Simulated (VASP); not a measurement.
Wanted: the native input for a VASP 6.6.1 run.

* Task: relaxation of cell and atoms
* Functional: PBEsol
* Potentials or basis: VASP PAW PBE potentials, release 64 (Si)
* Cutoff: 600 eV
* k mesh: 12 × 12 × 12
* Occupations: gaussian, width 0.02 eV
* Spin: no spin polarisation
* Dipole correction: no
* Further INCAR settings: ALGO = Normal; EDIFF = 1e-06; IBRION = 2; EDIFFG = -0.005; NSW = 100; ISIF = 3

The structure of Si lies in POSCAR:

```
Si
1.0
    0.0000000000      2.7169171382      2.7169171382
    2.7169171382      0.0000000000      2.7169171382
    2.7169171382      2.7169171382      0.0000000000
Si
2
Direct
    0.7500000000      0.7500000000      0.7500000000
    0.5000000000      0.5000000000      0.5000000000
```

The input as run:

INCAR

```
ALGO     = Normal         # electronic algorithm
EDIFF    = 1E-6           # SCF threshold, eV
EDIFFG   = -0.005         # ionic threshold
ENCUT    = 600            # plane-wave cutoff, eV
GGA      = PS             # functional
IBRION   = 2              # ionic algorithm
ISIF     = 3              # what is computed and relaxed
ISMEAR   = 0              # smearing method
LASPH    = T              # aspherical terms in the spheres
LCHARG   = F              # write CHGCAR
LREAL    = F              # projectors in reciprocal space
LWAVE    = F              # write WAVECAR
NELM     = 80             # most SCF steps
NSW      = 100            # ionic steps
PREC     = Accurate       # precision mode
SIGMA    = 0.02           # smearing width, eV
```

KPOINTS

```
k-points
0
Gamma
  12 12 12
```

Potentials or basis: VASP PAW PBE potentials, release 64 (Si).

Launch:

```sh
$ cat potpaw_PBE.64/Si/POTCAR > POTCAR
$ mpirun -np 1 vasp_std > vasp.out
```

Results of the run:

* Relaxed volume: 20.08 Å³/atom
* Relaxed cell: a = 3.844 Å, b = 3.844 Å, c = 3.844 Å, α = 60.00°, β = 60.00°, γ = 60.00°
* Space group after relaxing (to 0.05 Å): Fd-3m (No. 227)
* Energy gained by relaxing: 0.0 meV/atom
* Ionic steps: 3
* Pressure after relaxing: 0.0 GPa
* Band gap on the k mesh: 0.46 eV, indirect (least direct gap 2.52 eV)

Caveat: the PAW data sets were made with another functional, which shifts forces and pressure a little.

Run time: 41 s on 1 thread of Intel(R) Xeon(R) Platinum 8375C CPU @ 2.90GHz (Ice Lake) (shared host), peak memory 0.17 GiB.
